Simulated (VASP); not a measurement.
MgO: single point with LDA

The system is MgO.

```
Mg O
1.0
     4.16071    0.00000    0.00000
     0.00000   -4.16071    0.00000
     0.00000    0.00000   -4.16071
Mg O
4 4
Cartesian
  0.0000 -4.1607 -4.6807
  2.0804 -2.0804 -4.1607
  2.0804 -4.1607 -2.0804
  0.0000 -2.0804 -2.0804
  2.0804 0.0000 0.0000
  0.0000 -2.0804 0.0000
  0.0000 0.0000 -2.0804
  2.0804 -2.0804 -2.0804
```

This cell differs from its parent crystal: atom 1 (Mg) moved by +0.000 Å along [1 1 0] and -0.520 Å along [0 0 1].

- Program: VASP 6.6.1
- Task: single point
- Functional: LDA
- Potentials or basis: VASP PAW LDA potentials, release 64 (Mg, O)
- Cutoff: 520 eV
- k mesh: 6 × 6 × 6
- Occupations: gaussian, width 0.05 eV
- Spin: no spin polarisation

The pressure is 11.1 GPa. The largest force is 13.962 eV/Å and the band gap on the k mesh is 4.92 eV, direct.

Forces in eV/Å, atoms in the order of the input:
```
Mg   0.000  0.000 13.962
Mg   0.000  0.000  0.379
Mg   0.000  0.000 -1.450
Mg   0.000  0.000 -1.450
O    0.000  0.000 -0.904
O    0.000  0.000 -0.904
O    0.000  0.000 -9.769
O    0.000  0.000  0.136
```

Stress tensor (GPa, compression positive):
```
-0.79  0.00  0.00
 0.00 -0.79  0.00
 0.00  0.00 34.79
```

Levels at points of the mesh, in eV from the valence-band top:
```csv
k point,band 13,band 14,band 15,band 16,band 17,band 18,band 19,band 20
"(0.00, 0.00, 0.00)",-1.32,-0.03,0.00,0.00,4.92,8.82,9.05,9.05
"(0.50, 0.00, 0.00)",-0.90,-0.74,-0.72,-0.71,8.24,8.27,10.62,11.03
"(0.00, 0.00, 0.50)",-1.09,-1.09,-0.52,-0.52,7.72,8.44,10.26,11.26
"(0.50, 0.50, 0.00)",-1.01,-1.01,-0.52,-0.30,9.39,9.47,9.67,9.67
"(0.00, 0.50, 0.50)",-0.89,-0.71,-0.64,-0.50,9.10,9.38,9.85,9.99
"(0.50, 0.50, 0.50)",-0.67,-0.59,-0.52,-0.30,7.74,7.76,8.07,8.07
```

Wall time 38 s on 1 thread of Intel(R) Xeon(R) Platinum 8488C (Sapphire Rapids) (shared host), peak memory 0.18 GiB.

Caveat: the cell differs from its parent crystal (atom 1 (Mg) moved by +0.000 Å along [1 1 0] and -0.520 Å along [0 0 1]); forces of over 1 eV/Å act on the atoms, so gaps and moduli don't describe the material at rest.
